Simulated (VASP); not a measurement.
# SiC (Cc) in VASP: a series of runs

The runs below take SiC through relaxation of the atoms, with PBE.

Program: VASP 6.6.1. These are calculated values, not measurements. Logs are shortened: lines on timing, memory, paths and dates and some standing lists are left out, and cuts for length are marked.

**1. The cell of the first run**

Symmetry: Cc, No. 9, monoclinic system. Conventional cell: a = 3.092 Å, b = 5.355 Å, c = 5.083 Å, α = 90.00°, β = 93.43°, γ = 90.00°. Within 2.5 Å of Si (site symmetry 1) lie 4 C at 1.87 to 1.92 Å. C (site symmetry 1) has 4 Si at 1.87 to 1.92 Å within 2.5 Å.

**2. Relaxation of the atoms, PBE (shear of c along a, cell held: +6.0 %)**

The input, INCAR:

```
ALGO     = Normal         # electronic algorithm
EDIFF    = 1E-6           # SCF threshold, eV
EDIFFG   = -0.008         # ionic threshold
ENCUT    = 520            # plane-wave cutoff, eV
GGA      = PE             # functional
IBRION   = 2              # ionic algorithm
ISIF     = 2              # what is computed and relaxed
ISMEAR   = 0              # smearing method
LASPH    = True           # aspherical terms in the spheres
LCHARG   = False          # write CHGCAR
LREAL    = False          # projectors in reciprocal space
LWAVE    = False          # write WAVECAR
NELM     = 100            # most SCF steps
NSW      = 60             # ionic steps
PREC     = Accurate       # precision mode
SIGMA    = 0.02           # smearing width, eV
```

The input, KPOINTS:

```
k-points
0
Gamma
  12 12 6
```

The input, POSCAR:

```
SiC
1.0
    3.0919365174      0.0000000000      0.0000000000
   -1.5459682587      2.6776955709      0.0000000000
    0.3044575374      0.0000000000      5.0742922898
Si C
2 2
Direct
    0.3313853853      0.6665038460      0.4996710685
    0.6648815393      0.3334961540      0.9996710685
    0.3355153661      0.6672976568      0.8753289315
    0.6682177093      0.3327023432      0.3753289315
```

Potentials or basis: VASP PAW PBE potentials, release 64 (Si, C).

Command:

```
> cat potpaw_PBE.64/Si/POTCAR potpaw_PBE.64/C/POTCAR > POTCAR
> mpirun -np 1 vasp_std > vasp.out
```

OUTCAR:

```text
EDIFF = 1E-6
   EDIFFG = -0.008
   ENCUT = 520
   GGA = PE
   IBRION = 2
   ISIF = 2
   ISMEAR = 0
   LASPH = True
   LREAL = False
   NELM = 100
   NSW = 60
   PREC = Accurate

 ion  position               nearest neighbor table
   1  0.331  0.667  0.500-   4 1.87   4 1.89   3 1.91   4 1.92   2 3.03   2 3.03   2 3.11   2 3.11

   2  0.665  0.333  1.000-   3 1.87   3 1.89   4 1.91   3 1.92   1 3.03   1 3.03   1 3.11   1 3.11

   3  0.336  0.667  0.875-   2 1.87   2 1.89   1 1.91   2 1.92
   4  0.668  0.333  0.375-   1 1.87   1 1.89   2 1.91   1 1.92

  LATTYP: Found a base centered monoclinic cell.
 ALAT       =     3.0919365174
 B/A-ratio  =     1.7320508075
 C/A-ratio  =     1.6440886744
 COS(beta)  =    -0.0598922907

  Lattice vectors:

 A1 = (  -1.5459682587,   2.6776955709,   0.0000000000)
 A2 = (  -1.5459682587,  -2.6776955709,   0.0000000000)
 A3 = (   0.3044575374,   0.0000000000,   5.0742922898)

Analysis of symmetry for initial positions (statically):
=====================================================================
 Subroutine PRICEL returns:
 Original cell was already a primitive cell.

 Routine SETGRP: Setting up the symmetry group for a
 base centered monoclinic supercell.

 Subroutine GETGRP returns: Found  2 space group operations
 (whereof  1 operations were pure point group operations)
 out of a pool of  4 trial point group operations.

The static configuration has the point symmetry C_1 .
 The point group associated with its full space group is C_1h.

Analysis of symmetry for dynamics (positions and initial velocities):
=====================================================================
 Subroutine PRICEL returns:
 Original cell was already a primitive cell.

 Routine SETGRP: Setting up the symmetry group for a
 base centered monoclinic supercell.

 Subroutine GETGRP returns: Found  2 space group operations
 (whereof  1 operations were pure point group operations)
 out of a pool of  4 trial point group operations.

The dynamic configuration has the point symmetry C_1 .
 The point group associated with its full space group is C_1h.

 Subroutine INISYM returns: Found  2 space group operations
 (whereof  1 operations are pure point group operations),
 and found     1 'primitive' translations

----------------------------------------------------------------------------------------

                                     Primitive cell

  volume of cell :      42.0114

  direct lattice vectors                    reciprocal lattice vectors
     3.091936517  0.000000000  0.000000000     0.323421905  0.186727724 -0.019405314
    -1.545968259  2.677695571  0.000000000     0.000000000  0.373455448  0.000000000
     0.304457537  0.000000000  5.074292290     0.000000000  0.000000000  0.197071817

  length of vectors
     3.091936517  3.091936517  5.083417810     0.373959273  0.373455448  0.197071817

  position of ions in fractional coordinates (direct lattice)
     0.331385385  0.666503846  0.499671068
     0.664881539  0.333496154  0.999671068
     0.335515366  0.667297657  0.875328932
     0.668217709  0.332702343  0.375328932

  ion indices of the primitive-cell ions
   primitive index   ion index
                 1           1
                 2           2
                 3           3
                 4           4

----------------------------------------------------------------------------------------

 KPOINTS: k-points

Automatic generation of k-mesh.
 Grid dimensions read from file:
 generate k-points for:   12   12    6

 Generating k-lattice:

  Cartesian coordinates                     Fractional coordinates (reciprocal lattice)
     0.026951825  0.015560644 -0.001617110     0.083333333 -0.000000000  0.000000000
     0.000000000  0.031121287  0.000000000     0.000000000  0.083333333  0.000000000
     0.000000000  0.000000000  0.032845303     0.000000000  0.000000000  0.166666667

  Length of vectors
     0.031163273  0.031121287  0.032845303

  Shift w.r.t. Gamma in fractional coordinates (k-lattice)
     0.000000000  0.000000000  0.000000000

 Subroutine IBZKPT returns following result:
 ===========================================

 Found    242 irreducible k-points:

 Following reciprocal coordinates:
            Coordinates               Weight
  0.000000  0.000000  0.000000      1.000000
  0.083333  0.000000  0.000000      4.000000
  0.166667  0.000000  0.000000      4.000000
  0.250000  0.000000 -0.000000      4.000000
  0.333333  0.000000  0.000000      4.000000
  0.416667  0.000000  0.000000      4.000000
[... 16 lines left out ...]
  0.333333  0.166667  0.000000      4.000000
  0.416667  0.166667  0.000000      4.000000
 [... further k-points ...]
   k-points           NKPTS =    242   k-points in BZ     NKDIM =    242   number of bands    NBANDS=     12
   number of dos      NEDOS =    301   number of ions     NIONS =      4
   total plane-waves  NPLWV =  23040
   dimension x,y,z NGX =    24 NGY =   24 NGZ =   40
   dimension x,y,z NGXF=    48 NGYF=   48 NGZF=   80
   ions per type =               2   2
   NGX,Y,Z   is equivalent  to a cutoff of  12.90, 12.90, 13.08 a.u.
   NGXF,Y,Z  is equivalent  to a cutoff of  25.81, 25.81, 26.16 a.u.
 SYSTEM =  unknown system
   PREC   = accura    normal or accurate (medium, high low for compatibility)
   ISTART =      0    job   : 0-new  1-cont  2-samecut
   ICHARG =      2    charge: 1-file 2-atom 10-const
   ISPIN  =      1    spin polarized calculation?
   LNONCOLLINEAR =      F non collinear calculations
   LSORBIT =      F    spin-orbit coupling
   LASPH  =      T    aspherical Exc in radial PAW
   ENCUT  =  520.0 eV  38.22 Ry    6.18 a.u.   5.75  5.75  9.45*2*pi/ulx,y,z
   NELM   =    100;   NELMIN=  2; NELMDL= -5     # of ELM steps
   EDIFF  = 0.1E-05   stopping-criterion for ELM
   LREAL  =      F    real-space projection
   EDIFFG = -.8E-02   stopping-criterion for IOM
   NSW    =     60    number of steps for IOM
   IBRION =      2    ionic relax: 0-MD 1-quasi-New 2-CG
   NFREE  =      1    steps in history (QN), initial steepest desc. (CG)
   ISIF   =      2    stress and relaxation
   ISYM   =      2    0-nonsym 1-usesym 2-fastsym
   POTIM  = 0.5000    time-step for ionic-motion
   TEBEG  =    0.0;   TEEND  =   0.0 temperature during run
   PSTRESS=    0.0 pullay stress
   NELECT =      16.0000    total number of electrons
   NUPDOWN=      -1.0000    fix difference up-down
   EMIN   =  10.00;   EMAX   =-10.00  energy-range for DOS
   EFERMI =   0.00;   METHOD = LEGACY
   ISMEAR =     0;   SIGMA  =   0.02  broadening in eV -4-tet -1-fermi 0-gaus
   EFERMI_NEDOS =   21; number of points for ismear=-14 and -15
   IALGO  =     38    algorithm
   IMIX   =      4    mixing-type and parameters
     AMIX     =   0.40;   BMIX     =  1.00
     AMIX_MAG =   1.60;   BMIX_MAG =  1.00
  volume/ion in A,a.u.               =      10.50        70.88
  Fermi-wavevector in a.u.,A,eV,Ry     =   1.186658  2.242459 19.159157  1.408158
  Thomas-Fermi vector in A             =   2.322826
   LORBIT       =      0    0 simple, 1 ext, 2 COOP (PROOUT), +10 PAW based schemes
   GGA     = PE    functional components
   LHFCALC =     F    Hartree Fock is set to
   AEXX    =    0.0000 exact exchange contribution
   IVDW    =     0    specifies the selected vdW correction
   LEPSILON=     F    determine dielectric tensor
   LRPA    =     F    only Hartree local field effects (RPA)
 conjugate gradient relaxation of ions
 non-spin polarized calculation
 Gauss-broadening in eV      SIGMA  =   0.02
  energy-cutoff  :      520.00
  volume of cell :       42.01
 maximum number of plane-waves:      1144
   NGX = 11   NGY = 11   NGZ = 19

--------------------------------------- Ionic step        1  -------------------------------------------

 number of electron      16.0000001 magnetization

 Free energy of the ion-electron system (eV)
  ---------------------------------------------------
  ext. energy  EPLUGINS =         0.00000000
  ---------------------------------------------------
  free energy    TOTEN  =       -30.03849768 eV

  energy without entropy =      -30.03849768  energy(sigma->0) =      -30.03849768

------------------------ aborting loop because EDIFF is reached ----------------------------------------

  FORCE on cell =-STRESS in cart. coord.  units (eV):
  Direction    XX          YY          ZZ          XY          YZ          ZX
  --------------------------------------------------------------------------------------
  -------------------------------------------------------------------------------------
  Total       -0.1502285      0.0484236      0.0402746      0.0000000      0.0000000     -2.4259207
  in kB       -5.7292225      1.8467162      1.5359424      0.0000000      0.0000000    -92.5166566
  external PRESSURE =      -0.7821879 kB  Pullay stress =       0.0000000 kB
[... 61 lines left out ...]
  energy  without entropy=      -30.0387167859  energy(sigma->0) =      -30.03871679

--------------------------------------- Ionic step        3  -------------------------------------------

 number of electron      16.0000001 magnetization

 Free energy of the ion-electron system (eV)
  ---------------------------------------------------
  ext. energy  EPLUGINS =         0.00000000
  ---------------------------------------------------
  free energy    TOTEN  =       -30.03918911 eV

  energy without entropy =      -30.03918911  energy(sigma->0) =      -30.03918911

 E-fermi :   8.3757     XC(G=0): -11.2861

 val. band max:        8.2768646702   @ k =   0.0000   0.0000   0.0000
 cond. band min:      10.4078967955   @ k =   0.3333   0.3333   0.0000
 fundamental gap:      2.1310321253
 Fermi energy:         8.3757194101

 k-point     1 :       0.0000    0.0000    0.0000
  band No.  band energies     occupation
      1      -7.3593      2.00000
      2      -3.8485      2.00000
      3      -0.5214      2.00000
      4       6.7732      2.00000
      5       6.8090      2.00000
      6       7.8013      2.00000
      7       8.0850      2.00000
      8       8.2769      2.00000
      9      12.7856      0.00000
     10      13.9724      0.00000
     11      14.6479      0.00000
     12      14.7504      0.00000
[... 331 lines left out ...]
 k-point    24 :       0.4167    0.1667    0.0000
  band No.  band energies     occupation
      1      -3.7662      2.00000
      2      -2.5563      2.00000
      3       0.6793      2.00000
      4       1.9163      2.00000
      5       2.8158      2.00000
      6       3.5382      2.00000
      7       4.7798      2.00000
      8       5.5963      2.00000
      9      11.2935      0.00000
     10      13.1964      0.00000
     11      15.4906      0.00000
     12      16.4033      0.00000

 [... further k-points ...]

------------------------ aborting loop because EDIFF is reached ----------------------------------------

  FORCE on cell =-STRESS in cart. coord.  units (eV):
  Direction    XX          YY          ZZ          XY          YZ          ZX
  --------------------------------------------------------------------------------------
  -------------------------------------------------------------------------------------
  Total       -0.2139474      0.0566052      0.0456946      0.0000000      0.0000000     -2.3564419
  in kB       -8.1592531      2.1587379      1.7426417      0.0000000      0.0000000    -89.8669625
  external PRESSURE =      -1.4192912 kB  Pullay stress =       0.0000000 kB
[... 19 lines left out ...]
  FREE ENERGIE OF THE ION-ELECTRON SYSTEM (eV)
  ---------------------------------------------------
  free  energy   TOTEN  =       -30.0391891132 eV

  energy  without entropy=      -30.0391891132  energy(sigma->0) =      -30.03918911

 reached required accuracy - stopping structural energy minimisation
```

Run time: 92 s. Hardware: 1 thread of AMD EPYC 9R45 (Zen 5), shared host; peak memory 0.21 GiB.

What came out:

```yaml
Free_energy: -30.0392 eV
Energy_gained_by_relaxing: 0.2 meV/atom
Ionic_steps: 3
Pressure_after_relaxing: -0.1 GPa
Largest_force_after_relaxing: 0.008 eV/Å
Band_gap_on_the_k_mesh: 2.13 eV (least direct gap 3.95 eV)
```

Forces in eV/Å, atoms in the order of the input:
```
Si   0.000 -0.008  0.000
Si   0.000  0.008  0.000
C    0.000  0.004  0.000
C    0.000 -0.004  0.000
```

Step by step:
```
step  energy change (eV)  largest force (eV/Å)  pressure (GPa)
   1              0.0000                0.1163           -0.08
   2             -0.0002                0.0962           -0.18
   3             -0.0007                0.0075           -0.14
```

Final structure:
```xyz
4
Lattice="3.0919 0.0000 0.0000 -1.5460 2.6777 0.0000 0.3045 0.0000 5.0743" Properties=species:S:1:pos:R:3 pbc="T T T"
Si    0.1435    1.7854    2.5361
Si    1.8417    0.8923    5.0732
C     0.2751    1.7878    4.4411
C     1.6689    0.8899    1.9040
```

Levels at points of the mesh, in eV from the valence-band top:
| k point | band 6 | band 7 | band 8 | band 9 | band 10 | band 11 |
| --- | --- | --- | --- | --- | --- | --- |
| (0.00, 0.00, 0.00) | -0.48 | -0.19 | 0.00 | 4.51 | 5.70 | 6.37 |
| (0.50, 0.00, 0.00) | -3.47 | -3.40 | -1.38 | 2.57 | 3.98 | 6.23 |
| (0.00, 0.50, 0.00) | -3.45 | -3.44 | -1.39 | 2.59 | 4.03 | 5.86 |
| (0.00, 0.00, 0.50) | -1.01 | -0.77 | -0.77 | 5.56 | 5.56 | 6.87 |
| (0.50, 0.00, 0.50) | -2.65 | -2.57 | -2.14 | 2.84 | 3.20 | 4.58 |
| (0.00, 0.50, 0.50) | -2.70 | -2.39 | -2.39 | 3.05 | 3.05 | 5.02 |

Caveat: the cell differs from its parent crystal (shear of c along a, cell held: +6.0 %).

(Continued in part 2 of 2.)
